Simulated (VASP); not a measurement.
# Ba (P6_3/mmc) in VASP: a series of runs

The runs below take Ba through relaxation of cell and atoms, single point, with PBEsol.

Program: VASP 6.6.1. These are calculated values, not measurements. Logs are shortened: lines on timing, memory, paths and dates and some standing lists are left out, and cuts for length are marked.

## Step 1: The cell of the first run

The structure is hexagonal, space group P6_3/mmc (No. 194). The conventional cell has a = 4.454 Å, b = 4.454 Å, c = 7.274 Å, α = 90.00°, β = 90.00°, γ = 120.00°. Within 5.8 Å of Ba (site symmetry -6m2) lie 12 Ba at 4.45 Å.

This isn't the form of Ba at room conditions, which is bcc.

## Step 2: Relaxation of cell and atoms, PBEsol

The input, INCAR:

```
SYSTEM = Ba
  ALGO = Normal
  EDIFF = 1E-7
  EDIFFG = -0.01
  ENCUT = 600
  GGA = PS
  IBRION = 2
  ISIF = 3
  ISMEAR = -1
  LASPH = .True.
  LCHARG = .False.
  LREAL = .False.
  LWAVE = .False.
  NELM = 60
  NSW = 80
  PREC = Accurate
  SIGMA = 0.1
```

The input, KPOINTS:

```
k-points
0
Gamma
  8 8 5
  0 0 0
```

The input, POSCAR:

```
Ba
1.0
    4.4544873730      0.0000000000      0.0000000000
   -2.2272436865      3.8576992259      0.0000000000
    0.0000000000      0.0000000000      7.2741778801
Ba
2
Direct
    0.3333333333      0.6666666667      0.2500000000
    0.6666666667      0.3333333333      0.7500000000
```

Potentials or basis: VASP PAW PBE potentials, release 64 (Ba_sv).

Run with:

```bash
cat potpaw_PBE.64/Ba_sv/POTCAR > POTCAR
mpirun -np 1 vasp_std > vasp.out
```

OUTCAR:

```text
SYSTEM = Ba
   EDIFF = 1E-7
   EDIFFG = -0.01
   ENCUT = 600
   GGA = PS
   IBRION = 2
   ISIF = 3
   ISMEAR = -1
   LASPH = .True.
   LREAL = .False.
   NELM = 60
   NSW = 80
   PREC = Accurate

 ion  position               nearest neighbor table
   1  0.333  0.667  0.250-   2 4.45   2 4.45   2 4.45   2 4.45   2 4.45   2 4.45
   2  0.667  0.333  0.750-   1 4.45   1 4.45   1 4.45   1 4.45   1 4.45   1 4.45

  LATTYP: Found a hexagonal cell.
 ALAT       =     4.4544873730
 C/A-ratio  =     1.6330000000

  Lattice vectors:

 A1 = (   4.4544873730,   0.0000000000,   0.0000000000)
 A2 = (  -2.2272436865,   3.8576992259,   0.0000000000)
 A3 = (   0.0000000000,   0.0000000000,   7.2741778801)

Analysis of symmetry for initial positions (statically):
=====================================================================
 Subroutine PRICEL returns:
 Original cell was already a primitive cell.

 Routine SETGRP: Setting up the symmetry group for a
 hexagonal supercell.

 Subroutine GETGRP returns: Found 24 space group operations
 (whereof 12 operations were pure point group operations)
 out of a pool of 24 trial point group operations.

The static configuration has the point symmetry D_3d.
 The point group associated with its full space group is D_6h.

Analysis of symmetry for dynamics (positions and initial velocities):
=====================================================================
 Subroutine PRICEL returns:
 Original cell was already a primitive cell.

 Routine SETGRP: Setting up the symmetry group for a
 hexagonal supercell.

 Subroutine GETGRP returns: Found 24 space group operations
 (whereof 12 operations were pure point group operations)
 out of a pool of 24 trial point group operations.

The dynamic configuration has the point symmetry D_3d.
 The point group associated with its full space group is D_6h.

 Subroutine INISYM returns: Found 24 space group operations
 (whereof 12 operations are pure point group operations),
 and found     1 'primitive' translations

----------------------------------------------------------------------------------------

                                     Primitive cell

  volume of cell :     125.0000

  direct lattice vectors                    reciprocal lattice vectors
     4.454487373  0.000000000  0.000000000     0.224492723  0.129610934  0.000000000
    -2.227243687  3.857699226  0.000000000     0.000000000  0.259221868  0.000000000
     0.000000000  0.000000000  7.274177880     0.000000000  0.000000000  0.137472580

  length of vectors
     4.454487373  4.454487373  7.274177880     0.259221868  0.259221868  0.137472580

  position of ions in fractional coordinates (direct lattice)
     0.333333333  0.666666667  0.250000000
     0.666666667  0.333333333  0.750000000

  ion indices of the primitive-cell ions
   primitive index   ion index
                 1           1
                 2           2

----------------------------------------------------------------------------------------

 KPOINTS: k-points

Automatic generation of k-mesh.
 Grid dimensions read from file:
 generate k-points for:    8    8    5

 Generating k-lattice:

  Cartesian coordinates                     Fractional coordinates (reciprocal lattice)
     0.028061590  0.016201367  0.000000000     0.125000000  0.000000000  0.000000000
     0.000000000  0.032402734  0.000000000     0.000000000  0.125000000  0.000000000
     0.000000000  0.000000000  0.027494516     0.000000000  0.000000000  0.200000000

  Length of vectors
     0.032402734  0.032402734  0.027494516

  Shift w.r.t. Gamma in fractional coordinates (k-lattice)
     0.000000000  0.000000000  0.000000000

 Subroutine IBZKPT returns following result:
 ===========================================

 Found     30 irreducible k-points:

 Following reciprocal coordinates:
            Coordinates               Weight
  0.000000  0.000000  0.000000      1.000000
  0.125000 -0.000000  0.000000      6.000000
  0.250000 -0.000000  0.000000      6.000000
  0.375000  0.000000  0.000000      6.000000
  0.500000 -0.000000  0.000000      3.000000
  0.125000  0.125000  0.000000      6.000000
[... 16 lines left out ...]
  0.250000 -0.000000  0.400000     12.000000
  0.375000  0.000000  0.400000     12.000000
 [... further k-points ...]
   k-points           NKPTS =     30   k-points in BZ     NKDIM =     30   number of bands    NBANDS=     14
   number of dos      NEDOS =    301   number of ions     NIONS =      2
   total plane-waves  NPLWV =  77760
   dimension x,y,z NGX =    36 NGY =   36 NGZ =   60
   dimension x,y,z NGXF=    72 NGYF=   72 NGZF=  120
   ions per type =               2
   NGX,Y,Z   is equivalent  to a cutoff of  13.44, 13.44, 13.71 a.u.
   NGXF,Y,Z  is equivalent  to a cutoff of  26.87, 26.87, 27.43 a.u.
 SYSTEM =  Ba
   PREC   = accura    normal or accurate (medium, high low for compatibility)
   ISTART =      0    job   : 0-new  1-cont  2-samecut
   ICHARG =      2    charge: 1-file 2-atom 10-const
   ISPIN  =      1    spin polarized calculation?
   LNONCOLLINEAR =      F non collinear calculations
   LSORBIT =      F    spin-orbit coupling
   LASPH  =      T    aspherical Exc in radial PAW
   ENCUT  =  600.0 eV  44.10 Ry    6.64 a.u.   8.90  8.90 14.53*2*pi/ulx,y,z
   NELM   =     60;   NELMIN=  2; NELMDL= -5     # of ELM steps
   EDIFF  = 0.1E-06   stopping-criterion for ELM
   LREAL  =      F    real-space projection
   EDIFFG = -.1E-01   stopping-criterion for IOM
   NSW    =     80    number of steps for IOM
   IBRION =      2    ionic relax: 0-MD 1-quasi-New 2-CG
   NFREE  =      1    steps in history (QN), initial steepest desc. (CG)
   ISIF   =      3    stress and relaxation
   ISYM   =      2    0-nonsym 1-usesym 2-fastsym
   POTIM  = 0.5000    time-step for ionic-motion
   TEBEG  =    0.0;   TEEND  =   0.0 temperature during run
   PSTRESS=    0.0 pullay stress
   NELECT =      20.0000    total number of electrons
   NUPDOWN=      -1.0000    fix difference up-down
   EMIN   =  10.00;   EMAX   =-10.00  energy-range for DOS
   EFERMI =   0.00;   METHOD = LEGACY
   ISMEAR =    -1;   SIGMA  =   0.10  broadening in eV -4-tet -1-fermi 0-gaus
   EFERMI_NEDOS =   21; number of points for ismear=-14 and -15
   IALGO  =     38    algorithm
   IMIX   =      4    mixing-type and parameters
     AMIX     =   0.40;   BMIX     =  1.00
     AMIX_MAG =   1.60;   BMIX_MAG =  1.00
  volume/ion in A,a.u.               =      62.50       421.77
  Fermi-wavevector in a.u.,A,eV,Ry     =   0.888754  1.679501 10.747016  0.789883
  Thomas-Fermi vector in A             =   2.010225
   LORBIT       =      0    0 simple, 1 ext, 2 COOP (PROOUT), +10 PAW based schemes
   GGA     = PS    functional components
   LHFCALC =     F    Hartree Fock is set to
   AEXX    =    0.0000 exact exchange contribution
   IVDW    =     0    specifies the selected vdW correction
   LEPSILON=     F    determine dielectric tensor
   LRPA    =     F    only Hartree local field effects (RPA)
 conjugate gradient relaxation of ions
 non-spin polarized calculation
  energy-cutoff  :      600.00
  volume of cell :      125.00
 maximum number of plane-waves:      4221
 NGX is ok and might be reduce to    36
   NGX = 17   NGY = 17   NGZ = 29

--------------------------------------- Ionic step        1  -------------------------------------------

 number of electron      20.0000000 magnetization

 Free energy of the ion-electron system (eV)
  ---------------------------------------------------
  ext. energy  EPLUGINS =         0.00000000
  ---------------------------------------------------
  free energy    TOTEN  =        -4.31463649 eV

  energy without entropy =       -4.20625607  energy(sigma->0) =       -4.26044628

------------------------ aborting loop because EDIFF is reached ----------------------------------------

  FORCE on cell =-STRESS in cart. coord.  units (eV):
  Direction    XX          YY          ZZ          XY          YZ          ZX
  --------------------------------------------------------------------------------------
  -------------------------------------------------------------------------------------
  Total       -0.4078750     -0.4078750     -0.3662088      0.0000000      0.0000000      0.0000000
  in kB       -5.2279046     -5.2279046     -4.6938521      0.0000000      0.0000000      0.0000000
  external PRESSURE =      -5.0498871 kB  Pullay stress =       0.0000000 kB
[... 57 lines left out ...]
  energy  without entropy=       -4.2177775253  energy(sigma->0) =       -4.27058279

--------------------------------------- Ionic step        3  -------------------------------------------

 number of electron      19.9999998 magnetization

 Free energy of the ion-electron system (eV)
  ---------------------------------------------------
  ext. energy  EPLUGINS =         0.00000000
  ---------------------------------------------------
  free energy    TOTEN  =        -4.32720351 eV

  energy without entropy =       -4.22503714  energy(sigma->0) =       -4.27612032

 E-fermi :   1.7970     XC(G=0):  -7.7427

 val. band max:        1.7522594094   @ k =   0.3750   0.2500   0.4000
 cond. band min:       1.8083557368   @ k =   0.2500   0.1250   0.0000
 fundamental gap:      0.0560963274
 Fermi energy:         1.7970167191

 k-point     1 :       0.0000    0.0000    0.0000
  band No.  band energies     occupation
      1     -26.9344      2.00000
      2     -26.8792      2.00000
      3     -12.4094      2.00000
      4     -11.9005      2.00000
      5     -11.9005      2.00000
      6     -11.8249      2.00000
      7     -11.8249      2.00000
      8     -11.8245      2.00000
      9      -1.0255      2.00000
     10       0.7908      1.99991
     11       3.0927      0.00000
     12       3.6010      0.00000
     13       3.6291      0.00000
     14       3.6291      0.00000
[... 375 lines left out ...]
 k-point    24 :       0.3750    0.0000    0.4000
  band No.  band energies     occupation
      1     -26.8791      2.00000
      2     -26.8708      2.00000
      3     -12.3449      2.00000
      4     -12.3084      2.00000
      5     -12.0237      2.00000
      6     -11.9728      2.00000
      7     -11.9490      2.00000
      8     -11.9342      2.00000
      9       0.8330      1.99987
     10       1.1392      1.99722
     11       2.1404      0.06250
     12       2.4052      0.00456
     13       3.2898      0.00000
     14       3.4217      0.00000

 [... further k-points ...]

------------------------ aborting loop because EDIFF is reached ----------------------------------------

  FORCE on cell =-STRESS in cart. coord.  units (eV):
  Direction    XX          YY          ZZ          XY          YZ          ZX
  --------------------------------------------------------------------------------------
  -------------------------------------------------------------------------------------
  Total        0.0134682      0.0134682     -0.0161372      0.0000000      0.0000000     -0.0000000
  in kB        0.1840863      0.1840863     -0.2205674      0.0000000      0.0000000     -0.0000000
  external PRESSURE =       0.0492018 kB  Pullay stress =       0.0000000 kB
[... 17 lines left out ...]
  FREE ENERGIE OF THE ION-ELECTRON SYSTEM (eV)
  ---------------------------------------------------
  free  energy   TOTEN  =        -4.3272035101 eV

  energy  without entropy=       -4.2250371366  energy(sigma->0) =       -4.27612032

 reached required accuracy - stopping structural energy minimisation
```

Wall time 3.2 min (1 thread of Intel Xeon 8259CL, shared host); peak memory 0.31 GiB.

Results:

* Free energy: -4.3272 eV
* Relaxed volume: 58.61 Å³/atom
* Relaxed cell: a = 4.357 Å, b = 4.357 Å, c = 7.131 Å, α = 90.00°, β = 90.00°, γ = 120.00°
* Space group after relaxing (to 0.1 Å): P6_3/mmc (No. 194)
* Energy gained by relaxing: 6.3 meV/atom
* Ionic steps: 3
* Pressure after relaxing: 0.0 GPa
* Band gap on the k mesh: zero (bands 10 and 11 overlap by 0.42 eV)

Step by step:
```csv
step,energy change (eV),largest force (eV/Å),pressure (GPa),volume (Å³)
1,0.0000,0.0000,-0.50,125.00
2,-0.0088,0.0000,-0.29,121.47
3,-0.0126,0.0000,0.00,117.22
```

Final structure:
```
Ba
1.0
     4.35674    0.00000    0.00000
    -2.17837    3.77305    0.00000
     0.00000    0.00000    7.13087
Ba
2
Direct
  0.33333 0.66667 0.25000
  0.66667 0.33333 0.75000
```

Caveat: the PAW data sets were made with another functional, which shifts forces and pressure a little; spin-orbit coupling is left out, which moves the levels of the heavy elements.

## Step 3: Single point, PBEsol

This run uses another cell than the first one, of 57.93 Å³/atom.

The input, INCAR:

```
PREC = Accurate
ENCUT = 520
EDIFF = 1E-7
ISMEAR = -1
SIGMA = 0.1
LREAL = F
LASPH = T
NELM = 60
ALGO = Normal
ISIF = 2
LWAVE = F
LCHARG = T
GGA = PS
LELF = T
LVHAR = T
NBANDS = 17
```

The input, KPOINTS:

```
regular mesh
0
Gamma
  14 14 8
```

The input, POSCAR:

```
Ba
1.0
    4.3403842423      0.0000000000      0.0000000000
   -2.1701921212      3.7588830160      0.0000000000
    0.0000000000      0.0000000000      7.1012127058
Ba
2
Direct
    0.3333333333      0.6666666667      0.2500000000
    0.6666666667      0.3333333333      0.7500000000
```

Potentials or basis: VASP PAW PBE potentials, release 64 (Ba_sv).

Run with:

```bash
cat potpaw_PBE.64/Ba_sv/POTCAR > POTCAR
mpirun -np 1 vasp_std > vasp.out
```

Run time: 3.5 min. Hardware: 1 thread of Intel Xeon 8259CL, shared host; peak memory 0.36 GiB.

It converged, with:

- Free energy: -4.3248 eV
- Pressure: 0.1 GPa
- Band gap on the k mesh: zero (bands 10 and 11 overlap by 0.44 eV)

Levels at points of the mesh, in eV from the Fermi level:
```csv
k point,band 6,band 7,band 8,band 9,band 10,band 11,band 12,band 13,band 14,band 15
"(0.00, 0.00, 0.00)",-13.59,-13.59,-13.59,-2.82,-1.01,1.34,1.82,1.84,1.84,2.31
"(0.50, 0.00, 0.00)",-13.81,-13.73,-13.67,-0.71,-0.51,-0.25,0.79,1.51,1.72,2.04
"(0.00, 0.00, 0.50)",-13.63,-13.63,-13.63,-1.79,-1.79,1.08,1.08,1.83,1.83,1.83
"(0.50, 0.00, 0.50)",-13.75,-13.74,-13.74,-0.82,-0.82,0.45,0.45,1.80,1.80,2.77
```

Caveat: the PAW data sets were made with another functional, which shifts forces and pressure a little; spin-orbit coupling is left out, which moves the levels of the heavy elements.
